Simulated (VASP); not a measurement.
Runs of VASP 6.6.1 on Ta3As4. The structure is that of space group Im-3m (No. 229), or close to it. The cells are those of the table. The cell was generated, and may not be a known phase.

```csv
task,cell,k mesh,cutoff (eV),gap on the mesh (eV),pressure (GPa),relaxed volume (Å³/atom)
single point,"a = 5.698 Å, angles 109.5°, 7 atoms",4 × 4 × 4,520,none,(a),-
relaxation of cell and atoms,"relaxed from a = 5.521 Å, angles 109.5°, 7 atoms",8 × 8 × 8,600,none,0.0,18.49
single point,"a = 5.516 Å, angles 109.5°, 7 atoms",8 × 8 × 8,520,none,0.3,-
relaxation of cell and atoms,"relaxed from a = 5.698 Å, angles 109.5°, 7 atoms",4 × 4 × 4,600,none,-0.3,18.59
single point,"a = 5.521 Å, angles 109.5°, 7 atoms",4 × 4 × 4,520,none,0.3,-
```

Alike in all rows: level PBE; potentials or basis VASP PAW PBE potentials, release 64 (Ta_pv, As); no spin polarisation; smearing gaussian 0.1 eV.

Task: Estimate the missing entries.

Result: (a) -10.6.

Caveats: spin-orbit coupling is left out, which moves the levels of the heavy elements; the cell stands under tension (at least some runs).

A k mesh can miss the band edges, and the runs leave out spin-orbit coupling on As, Ta.

A gap of «none» marks levels without a gap at the run's occupations.
